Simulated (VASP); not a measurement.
# F (Im-3m) in VASP: notebook

Runs on F. Level: PBE. Tasks: single point, relaxation of cell and atoms.

Program: VASP 6.6.1. These are calculated values, not measurements. Logs are shortened: lines on timing, memory, paths and dates and some standing lists are left out, and cuts for length are marked.

## Step 1: The cell of the first run

It takes space group Im-3m (No. 229, cubic). The conventional cell has a = 2.743 Å, b = 2.743 Å, c = 2.743 Å, α = 90.00°, β = 90.00°, γ = 90.00°. Within 3.1 Å of F (site symmetry m-3m) lie 14 F at 2.38 to 2.74 Å.

## Step 2: Single point, PBE

The input, INCAR:

```
SYSTEM = F
PREC = Accurate ; ENCUT = 600
EDIFF = 1E-6 ; ISMEAR = -1
SIGMA = 0.08 ; LREAL = .FALSE.
LASPH = .TRUE. ; NELM = 120
ALGO = Normal ; ISIF = 2
LWAVE = .FALSE. ; LCHARG = .FALSE.
GGA = PE ; NBANDS = 10
GGA_COMPAT = .FALSE.
```

The input, KPOINTS:

```
regular mesh
0
G
  18 18 18
  0 0 0
```

The input, POSCAR:

```
F
1.0
   -1.3714102797      1.3714102797      1.3714102797
    1.3714102797     -1.3714102797      1.3714102797
    1.3714102797      1.3714102797     -1.3714102797
F
1
Direct
    0.0000000000      0.0000000000      0.0000000000
```

Potentials or basis: VASP PAW PBE potentials, release 64 (F).

Run with:

```
$ cat potpaw_PBE.64/F/POTCAR > POTCAR
$ mpirun -np 1 vasp_std > vasp.out
```

OUTCAR:

```text
SYSTEM = F
   PREC = Accurate
   ENCUT = 600
   EDIFF = 1E-6
   ISMEAR = -1
   LREAL = .FALSE.
   LASPH = .TRUE.
   NELM = 120
   ISIF = 2
   GGA = PE

 ion  position               nearest neighbor table
   1  0.000  0.000  0.000-

  LATTYP: Found a body centered cubic cell.
 ALAT       =     2.7428205594

  Lattice vectors:

 A1 = (  -1.3714102797,   1.3714102797,   1.3714102797)
 A2 = (   1.3714102797,  -1.3714102797,   1.3714102797)
 A3 = (   1.3714102797,   1.3714102797,  -1.3714102797)

Analysis of symmetry for initial positions (statically):
=====================================================================
 Subroutine PRICEL returns:
 Original cell was already a primitive cell.

 Routine SETGRP: Setting up the symmetry group for a
 body centered cubic supercell.

 Subroutine GETGRP returns: Found 48 space group operations
 (whereof 48 operations were pure point group operations)
 out of a pool of 48 trial point group operations.

The static configuration has the point symmetry O_h .

Analysis of symmetry for dynamics (positions and initial velocities):
=====================================================================
 Subroutine PRICEL returns:
 Original cell was already a primitive cell.

 Routine SETGRP: Setting up the symmetry group for a
 body centered cubic supercell.

 Subroutine GETGRP returns: Found 48 space group operations
 (whereof 48 operations were pure point group operations)
 out of a pool of 48 trial point group operations.

The dynamic configuration has the point symmetry O_h .

 Subroutine INISYM returns: Found 48 space group operations
 (whereof 48 operations are pure point group operations),
 and found     1 'primitive' translations

----------------------------------------------------------------------------------------

                                     Primitive cell

  volume of cell :      10.3172

  direct lattice vectors                    reciprocal lattice vectors
    -1.371410280  1.371410280  1.371410280     0.000000000  0.364588196  0.364588196
     1.371410280 -1.371410280  1.371410280     0.364588196  0.000000000  0.364588196
     1.371410280  1.371410280 -1.371410280     0.364588196  0.364588196  0.000000000

  length of vectors
     2.375352282  2.375352282  2.375352282     0.515605572  0.515605572  0.515605572

  position of ions in fractional coordinates (direct lattice)
     0.000000000  0.000000000  0.000000000

  ion indices of the primitive-cell ions
   primitive index   ion index
                 1           1

----------------------------------------------------------------------------------------

 KPOINTS: regular mesh

Automatic generation of k-mesh.
 Grid dimensions read from file:
 generate k-points for:   18   18   18

 Generating k-lattice:

  Cartesian coordinates                     Fractional coordinates (reciprocal lattice)
     0.000000000  0.020254900  0.020254900     0.055555556  0.000000000  0.000000000
     0.020254900  0.000000000  0.020254900     0.000000000  0.055555556  0.000000000
     0.020254900  0.020254900  0.000000000     0.000000000  0.000000000  0.055555556

  Length of vectors
     0.028644754  0.028644754  0.028644754

  Shift w.r.t. Gamma in fractional coordinates (k-lattice)
     0.000000000  0.000000000  0.000000000

 Subroutine IBZKPT returns following result:
 ===========================================

 Found    195 irreducible k-points:

 Following reciprocal coordinates:
            Coordinates               Weight
  0.000000  0.000000  0.000000      1.000000
  0.055556  0.000000  0.000000     12.000000
  0.111111  0.000000  0.000000     12.000000
  0.166667  0.000000  0.000000     12.000000
  0.222222  0.000000  0.000000     12.000000
  0.277778  0.000000  0.000000     12.000000
[... 16 lines left out ...]
  0.333333  0.111111  0.000000     48.000000
  0.388889  0.111111  0.000000     48.000000
 [... further k-points ...]
   k-points           NKPTS =    195   k-points in BZ     NKDIM =    195   number of bands    NBANDS=     10
   number of dos      NEDOS =    301   number of ions     NIONS =      1
   total plane-waves  NPLWV =   8000
   dimension x,y,z NGX =    20 NGY =   20 NGZ =   20
   dimension x,y,z NGXF=    40 NGYF=   40 NGZF=   40
   ions per type =               1
   NGX,Y,Z   is equivalent  to a cutoff of  14.00, 14.00, 14.00 a.u.
   NGXF,Y,Z  is equivalent  to a cutoff of  28.00, 28.00, 28.00 a.u.
 SYSTEM =  F
   PREC   = accura    normal or accurate (medium, high low for compatibility)
   ISTART =      0    job   : 0-new  1-cont  2-samecut
   ICHARG =      2    charge: 1-file 2-atom 10-const
   ISPIN  =      1    spin polarized calculation?
   LNONCOLLINEAR =      F non collinear calculations
   LSORBIT =      F    spin-orbit coupling
   LASPH  =      T    aspherical Exc in radial PAW
   ENCUT  =  600.0 eV  44.10 Ry    6.64 a.u.   4.74  4.74  4.74*2*pi/ulx,y,z
   NELM   =    120;   NELMIN=  2; NELMDL= -5     # of ELM steps
   EDIFF  = 0.1E-05   stopping-criterion for ELM
   LREAL  =      F    real-space projection
   EDIFFG = 0.1E-04   stopping-criterion for IOM
   NSW    =      0    number of steps for IOM
   IBRION =     -1    ionic relax: 0-MD 1-quasi-New 2-CG
   NFREE  =      0    steps in history (QN), initial steepest desc. (CG)
   ISIF   =      2    stress and relaxation
   ISYM   =      2    0-nonsym 1-usesym 2-fastsym
   POTIM  = 0.5000    time-step for ionic-motion
   TEBEG  =    0.0;   TEEND  =   0.0 temperature during run
   PSTRESS=    0.0 pullay stress
   NELECT =       7.0000    total number of electrons
   NUPDOWN=      -1.0000    fix difference up-down
   EMIN   =  10.00;   EMAX   =-10.00  energy-range for DOS
   EFERMI =   0.00;   METHOD = LEGACY
   ISMEAR =    -1;   SIGMA  =   0.08  broadening in eV -4-tet -1-fermi 0-gaus
   EFERMI_NEDOS =   21; number of points for ismear=-14 and -15
   IALGO  =     38    algorithm
   IMIX   =      4    mixing-type and parameters
     AMIX     =   0.40;   BMIX     =  1.00
     AMIX_MAG =   1.60;   BMIX_MAG =  1.00
  volume/ion in A,a.u.               =      10.32        69.62
  Fermi-wavevector in a.u.,A,eV,Ry     =   1.438534  2.718435 28.155623  2.069380
  Thomas-Fermi vector in A             =   2.557490
   LORBIT       =      0    0 simple, 1 ext, 2 COOP (PROOUT), +10 PAW based schemes
   GGA     = PE    functional components
   LHFCALC =     F    Hartree Fock is set to
   AEXX    =    0.0000 exact exchange contribution
   IVDW    =     0    specifies the selected vdW correction
   LEPSILON=     F    determine dielectric tensor
   LRPA    =     F    only Hartree local field effects (RPA)
 non-spin polarized calculation
  energy-cutoff  :      600.00
  volume of cell :       10.32
 maximum number of plane-waves:       370
   NGX =  9   NGY =  9   NGZ =  9

 number of electron       6.9999991 magnetization

 Free energy of the ion-electron system (eV)
  ---------------------------------------------------
  ext. energy  EPLUGINS =         0.00000000
  ---------------------------------------------------
  free energy    TOTEN  =        -0.84133777 eV

  energy without entropy =       -0.78261066  energy(sigma->0) =       -0.81197422

 E-fermi :  -3.5945     XC(G=0): -10.1940

 val. band max:       -3.5946664216   @ k =   0.5000   0.5000   0.1111
 cond. band min:      -3.5919720036   @ k =  -0.4444   0.4444   0.1111
 fundamental gap:      0.0026944180
 Fermi energy:        -3.5944582521

 k-point     1 :       0.0000    0.0000    0.0000
  band No.  band energies     occupation
      1     -25.2242      2.00000
      2      -3.1681      0.00965
      3      -3.1681      0.00965
      4      -3.1681      0.00965
      5       9.9381      0.00000
      6      32.5024      0.00000
      7      32.5024      0.00000
      8      32.5024      0.00000
      9      35.5378      0.00000
     10      35.5378      0.00000

 k-point     2 :       0.0556    0.0000    0.0000
  band No.  band energies     occupation
      1     -25.1820      2.00000
      2      -3.3162      0.05985
      3      -3.1993      0.01422
      4      -3.1714      0.01004
      5      10.1203      0.00000
      6      31.5798      0.00000
      7      31.8004      0.00000
      8      32.6663      0.00000
      9      34.4486      0.00000
     10      34.8702      0.00000

 k-point     3 :       0.1111    0.0000    0.0000
  band No.  band energies     occupation
      1     -25.0591      2.00000
      2      -3.7300      1.68966
      3      -3.2896      0.04331
      4      -3.1819      0.01146
      5      10.6335      0.00000
      6      29.2245      0.00000
      7      30.4361      0.00000
      8      33.1451      0.00000
      9      33.9130      0.00000
     10      34.3680      0.00000

 k-point     4 :       0.1667    0.0000    0.0000
  band No.  band energies     occupation
      1     -24.8655      2.00000
      2      -4.3319      1.99980
      3      -3.4258      0.21665
      4      -3.1985      0.01407
      5      11.3973      0.00000
      6      26.7630      0.00000
      7      29.0423      0.00000
      8      33.1432      0.00000
      9      33.9017      0.00000
     10      34.8240      0.00000
[... 222 lines left out ...]
 k-point    22 :       0.2778    0.1111    0.0000
  band No.  band energies     occupation
      1     -24.0013      2.00000
      2      -6.3601      2.00000
      3      -4.0703      1.99479
      4      -3.4058      0.17285
      5      14.6299      0.00000
      6      21.0926      0.00000
      7      24.7974      0.00000
      8      32.8975      0.00000
      9      36.6443      0.00000
     10      38.4138      0.00000

 k-point    23 :       0.3333    0.1111    0.0000
  band No.  band energies     occupation
      1     -23.7821      2.00000
      2      -6.8037      2.00000
      3      -4.2378      1.99936
      4      -3.4300      0.22687
      5      15.5346      0.00000
      6      19.9041      0.00000
      7      24.3065      0.00000
      8      32.8971      0.00000
      9      37.1469      0.00000
     10      39.1625      0.00000

 k-point    24 :       0.3889    0.1111    0.0000
  band No.  band energies     occupation
      1     -23.6340      2.00000
      2      -7.0919      2.00000
      3      -4.3463      1.99983
      4      -3.4457      0.26944
      5      16.2858      0.00000
      6      19.0214      0.00000
      7      24.0105      0.00000
      8      32.9079      0.00000
      9      37.3878      0.00000
     10      39.7641      0.00000

 [... further k-points ...]

------------------------ aborting loop because EDIFF is reached ----------------------------------------

  FORCE on cell =-STRESS in cart. coord.  units (eV):
  Direction    XX          YY          ZZ          XY          YZ          ZX
  --------------------------------------------------------------------------------------
  -------------------------------------------------------------------------------------
  Total       -0.0902227     -0.0902227     -0.0902227      0.0000000      0.0000000      0.0000000
  in kB      -14.0108379    -14.0108379    -14.0108379      0.0000000      0.0000000      0.0000000
  external PRESSURE =     -14.0108379 kB  Pullay stress =       0.0000000 kB

 VOLUME and BASIS-vectors are now :
 -----------------------------------------------------------------------------
  energy-cutoff  :      600.00
  volume of cell :       10.32
      direct lattice vectors                 reciprocal lattice vectors
    -1.371410280  1.371410280  1.371410280     0.000000000  0.364588196  0.364588196
     1.371410280 -1.371410280  1.371410280     0.364588196  0.000000000  0.364588196
     1.371410280  1.371410280 -1.371410280     0.364588196  0.364588196  0.000000000

 POSITION                                       TOTAL-FORCE (eV/Angst)
 -----------------------------------------------------------------------------------
      0.00000      0.00000      0.00000         0.000000      0.000000     -0.000000
 -----------------------------------------------------------------------------------
    total drift:                                0.000000     -0.000000      0.000000

  FREE ENERGIE OF THE ION-ELECTRON SYSTEM (eV)
  ---------------------------------------------------
  free  energy   TOTEN  =        -0.8413377743 eV

  energy  without entropy=       -0.7826106586  energy(sigma->0) =       -0.81197422
```

It took 21 s on 1 thread of Intel Xeon 8259CL, shared host; peak memory 0.13 GiB.

Results:

```
Free energy : -0.8413 eV
Pressure    : -1.4 GPa
```

Caveat: an odd number of electrons without spin polarisation forces a metal; a magnetic or distorted state may lie lower.

## Step 3: Single point, PBE

The input, INCAR:

```
SYSTEM = F
PREC = Accurate
ENCUT = 600
EDIFF = 1E-6
ISMEAR = -1
SIGMA = 0.08
LREAL = .False.
LASPH = .True.
NELM = 120
ALGO = Normal
ISIF = 2
LWAVE = .False.
LCHARG = .False.
GGA = PE
NBANDS = 10
GGA_COMPAT = .False.
```

The input, KPOINTS:

```
Automatic mesh
0
Gamma
  18 18 18
  0 0 0
```

The input, POSCAR:

```
F
1.0
   -1.3706226783      1.3706226783      1.3706226783
    1.3706226783     -1.3706226783      1.3706226783
    1.3706226783      1.3706226783     -1.3706226783
F
1
Direct
    0.0000000000      0.0000000000      0.0000000000
```

Potentials or basis: VASP PAW PBE potentials, release 64 (F).

Run with:

```
$ cat potpaw_PBE.64/F/POTCAR > POTCAR
$ mpirun -np 1 vasp_std > vasp.out
```

Run time: 23 s. Hardware: 1 thread of Intel Xeon 8259CL, shared host; peak memory 0.13 GiB.

Results (log left out):

```yaml
Free_energy: -0.8414 eV
Pressure: -1.3 GPa
```

Levels at points of the mesh, in eV from the Fermi level:
```tsv
k point	band 2	band 3	band 4	band 5	band 6	band 7
(0.00, 0.00, 0.00)	0.43	0.43	0.43	13.55	36.12	36.12
(0.50, 0.00, 0.00)	-3.77	-0.56	0.30	19.75	22.28	28.47
(0.50, 0.50, 0.50)	-1.92	-1.92	-1.92	20.33	20.33	31.51
```

Caveat: an odd number of electrons without spin polarisation forces a metal; a magnetic or distorted state may lie lower.

## Step 4: Relaxation of cell and atoms, PBE, target pressure -0.82 GPa, at which the enthalpy is minimised

The input, INCAR:

```
PREC = Accurate
ENCUT = 600
EDIFF = 1E-7
ISMEAR = -1
SIGMA = 0.08
LREAL = False
LASPH = True
NELM = 120
ALGO = Normal
ISIF = 3
LWAVE = False
LCHARG = False
GGA = PE
IBRION = 2
NSW = 32
EDIFFG = -0.005
PSTRESS = -8.2
GGA_COMPAT = False
NELMIN = 4
```

The input, KPOINTS:

```
Automatic mesh
0
Gamma
  18 18 18
```

The input, POSCAR:

```
F
1.0
   -1.3714102797      1.3714102797      1.3714102797
    1.3714102797     -1.3714102797      1.3714102797
    1.3714102797      1.3714102797     -1.3714102797
F
1
Direct
    0.0000000000      0.0000000000      0.0000000000
```

Run with:

```
$ cat potpaw_PBE.64/F/POTCAR > POTCAR
$ mpirun -np 1 vasp_std > vasp.out
```

Wall time 42 s (1 thread of Intel Xeon 8259CL, shared host); peak memory 0.13 GiB.

The run converged. Its results:

```yaml
Free_energy: -0.8422 eV
Relaxed_volume: 10.19 Å³/atom
Relaxed_cell: a = 2.365 Å, b = 2.365 Å, c = 2.365 Å, α = 109.47°, β = 109.47°, γ = 109.47°
Space_group_after_relaxing_to_0.05_Å: Im-3m (No. 229)
Energy_change_on_relaxing_the_enthalpy_is_what_falls: -0.9 meV/atom
Ionic_steps: 3
Pressure_after_relaxing: -0.8 GPa
```

Step by step:
```tsv
step	energy change (eV)	largest force (eV/Å)	pressure (GPa)	volume (Å³)
1	0.0000	0.0000	-1.40	10.32
2	-0.0004	0.0000	-1.16	10.26
3	-0.0009	0.0000	-0.83	10.19
```

Final structure:
```
CELL_PARAMETERS angstrom
-1.36566 1.36566 1.36566
1.36566 -1.36566 1.36566
1.36566 1.36566 -1.36566
ATOMIC_POSITIONS crystal
F 0.00000 0.00000 0.00000
```

Levels at points of the mesh, in eV from the Fermi level:
| k point | band 1 | band 2 | band 3 | band 4 | band 5 | band 6 | band 7 |
| --- | --- | --- | --- | --- | --- | --- | --- |
| (0.00, 0.00, 0.00) | -21.70 | 0.44 | 0.44 | 0.44 | 13.64 | 36.26 | 36.26 |
| (0.50, 0.00, 0.00) | -20.06 | -3.84 | -0.57 | 0.30 | 19.82 | 22.40 | 28.55 |
| (0.50, 0.50, 0.50) | -19.16 | -1.96 | -1.96 | -1.96 | 20.36 | 20.36 | 31.69 |

Caveat: the cell is relaxed towards a set pressure, so the enthalpy falls and the energy may rise; an odd number of electrons without spin polarisation forces a metal; a magnetic or distorted state may lie lower.

## Step 5: Relaxation of cell and atoms, PBE, target pressure -0.82 GPa, at which the enthalpy is minimised

This run uses another cell than the first one, of 10.39 Å³/atom, 1.007 times its volume.

The input, INCAR:

```
PREC     = Accurate       # precision mode
ENCUT    = 600            # plane-wave cutoff, eV
EDIFF    = 1E-7           # SCF threshold, eV
ISMEAR   = -1             # smearing method
SIGMA    = 0.08           # smearing width, eV
LREAL    = False          # projectors in reciprocal space
LASPH    = True           # aspherical terms in the spheres
NELM     = 120            # most SCF steps
ALGO     = Normal         # electronic algorithm
ISIF     = 3              # what is computed and relaxed
LWAVE    = False          # write WAVECAR
LCHARG   = False          # write CHGCAR
GGA      = PE             # functional
IBRION   = 2              # ionic algorithm
NSW      = 60             # ionic steps
EDIFFG   = -0.005         # ionic threshold
PSTRESS  = -8.2         
GGA_COMPAT= False        
NELMIN   = 4
```

The input, KPOINTS:

```
regular mesh
0
Gamma
  18 18 18
```

The input, POSCAR:

```
F
1.0
   -1.3744821217      1.3744821217      1.3744821217
    1.3744821217     -1.3744821217      1.3744821217
    1.3744821217      1.3744821217     -1.3744821217
F
1
Direct
    0.0000000000      0.0000000000      0.0000000000
```

Run with:

```
$ cat potpaw_PBE.64/F/POTCAR > POTCAR
$ mpirun -np 1 vasp_std > vasp.out
```

It took 46 s on 1 thread of Intel Xeon 8259CL, shared host; peak memory 0.13 GiB.

It converged, with:

| Quantity | Value |
| --- | --- |
| Free energy | -0.8425 eV |
| Relaxed volume | 10.19 Å³/atom |
| Relaxed cell | a = 2.365 Å, b = 2.365 Å, c = 2.365 Å, α = 109.47°, β = 109.47°, γ = 109.47° |
| Space group after relaxing (to 0.05 Å) | Im-3m (No. 229) |
| Energy change on relaxing (the enthalpy is what falls) | -1.6 meV/atom |
| Ionic steps | 3 |
| Pressure after relaxing | -0.8 GPa |

Step by step:
| step | energy change (eV) | largest force (eV/Å) | pressure (GPa) | volume (Å³) |
| --- | --- | --- | --- | --- |
| 1 | 0.0000 | 0.0000 | -1.70 | 10.39 |
| 2 | -0.0008 | 0.0000 | -1.35 | 10.30 |
| 3 | -0.0016 | 0.0000 | -0.84 | 10.19 |

Final structure:
```xyz
1
Lattice="-1.3656 1.3656 1.3656 1.3656 -1.3656 1.3656 1.3656 1.3656 -1.3656" Properties=species:S:1:pos:R:3 pbc="T T T"
F     0.0000    0.0000    0.0000
```

Levels at points of the mesh, in eV from the Fermi level:
| k point | band 1 | band 2 | band 3 | band 4 | band 5 | band 6 | band 7 |
| --- | --- | --- | --- | --- | --- | --- | --- |
| (0.00, 0.00, 0.00) | -21.70 | 0.44 | 0.44 | 0.44 | 13.64 | 36.26 | 36.26 |
| (0.50, 0.00, 0.00) | -20.06 | -3.84 | -0.57 | 0.30 | 19.82 | 22.40 | 28.56 |
| (0.50, 0.50, 0.50) | -19.16 | -1.96 | -1.96 | -1.96 | 20.36 | 20.36 | 31.69 |

Caveat: the cell is relaxed towards a set pressure, so the enthalpy falls and the energy may rise; an odd number of electrons without spin polarisation forces a metal; a magnetic or distorted state may lie lower.

## Step 6: Summary

```tsv
task	cell	gap on the mesh (eV)	pressure (GPa)
single point	a = 2.375 Å, angles 109.5°, 1 atom	none	-1.4
single point	a = 2.374 Å, angles 109.5°, 1 atom	none	-1.3
relaxation of cell and atoms	relaxed to -0.82 GPa from a = 2.375 Å, angles 109.5°, 1 atom	none	-0.8
relaxation of cell and atoms	relaxed to -0.82 GPa from a = 2.381 Å, angles 109.5°, 1 atom	none	-0.8
```

Alike in all rows: level PBE; potentials or basis VASP PAW PBE potentials, release 64 (F); no spin polarisation; k mesh 18 × 18 × 18; cutoff (eV) 600; smearing fermi-dirac 0.08 eV.

Caveats: an odd number of electrons without spin polarisation forces a metal; a magnetic or distorted state may lie lower; the cell is relaxed towards a set pressure, so the enthalpy falls and the energy may rise (some runs).

Absolute energies hang on the potentials; compare differences alone.
